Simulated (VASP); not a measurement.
Wanted: the native input for a VASP 6.6.1 run.

| Item | Value |
| --- | --- |
| Task | single point |
| Functional | PBE |
| Potentials or basis | VASP PAW PBE potentials, release 64 (Pt) |
| Cutoff | 500 eV |
| k mesh | 8 × 8 × 8 |
| Occupations | gaussian, width 0.1 eV |
| Spin | no spin polarisation |
| Dipole correction | no |
| Further INCAR settings | ALGO = Normal; EDIFF = 1e-06; NBANDS = 11 |

The structure of Pt lies in POSCAR:

```
Pt
1.0
    0.0000000000      1.9833628013      1.9833628013
    1.9833628013      0.0000000000      1.9833628013
    1.9833628013      1.9833628013      0.0000000000
Pt
1
Direct
    0.0000000000      0.0000000000      0.0000000000
```

These files were run (other wordings do the same):

INCAR

```
ALGO = Normal ; EDIFF = 1E-6
ENCUT = 500 ; GGA = PE
GGA_COMPAT = False ; ISIF = 2
ISMEAR = 0 ; LASPH = True
LCHARG = True ; LELF = True
LREAL = False ; LVHAR = True
LWAVE = False ; NBANDS = 11
NELM = 120 ; PREC = Accurate
SIGMA = 0.1
```

KPOINTS

```
k-points
0
Gamma
  8 8 8
```

Potentials or basis: VASP PAW PBE potentials, release 64 (Pt).

Run with:

```console
$ cat potpaw_PBE.64/Pt/POTCAR > POTCAR
$ mpirun -np 1 vasp_std > vasp.out
```

It gave:

```
Pressure               : -0.5 GPa
Band gap on the k mesh : zero (bands 5 and 6 overlap by 2.10 eV)
```

Caveat: spin-orbit coupling is left out, which moves the levels of the heavy elements.

Wall time 6 s on 1 thread of Intel Xeon 8259CL, on a shared host, peak memory 0.13 GiB.
